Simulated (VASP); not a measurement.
Crystal: BiO.

```
Bi O
1.0
     3.46415    0.00000    0.00000
     0.00000    3.46415    0.00000
     0.00000    0.00000    3.46415
Bi O
1 1
Direct
  0.50000 0.50000 0.50000
  0.00000 0.00000 0.00000
```

| Quantity | Value |
| --- | --- |
| Program | VASP 6.6.1 |
| Task | relaxation of cell and atoms |
| Functional | PBE |
| Potentials or basis | VASP PAW PBE potentials, release 64 (Bi_d, O) |
| Cutoff | 600 eV |
| k mesh | 6 × 6 × 6 |
| Occupations | gaussian, width 0.2 eV |
| Spin | no spin polarisation |

At the start: pressure -13.8 GPa; volume 20.79 Å³/atom.

**Question.** Where does the relaxation end?

**Answer.** Over 3 steps the energy falls by 215.8 meV/atom and the volume is 16.72 Å³/atom (-19.5 %); space group Pm-3m (No. 221, to 0.05 Å).

The path:
```tsv
step	energy change (eV)	largest force (eV/Å)	pressure (GPa)	volume (Å³)
1	0.0000	0.0000	-13.84	41.57
2	-0.3969	0.0000	6.57	31.68
3	-0.4316	0.0000	0.02	33.45
```

Final structure:
```
Bi O
1.0
     3.22190    0.00000    0.00000
     0.00000    3.22190    0.00000
     0.00000    0.00000    3.22190
Bi O
1 1
Cartesian
  1.6110 1.6110 1.6110
  0.0000 0.0000 0.0000
```

Caveat: the volume moved by over 15 % at a fixed basis, so the end points are rough; an odd number of electrons without spin polarisation forces a metal; a magnetic or distorted state may lie lower.
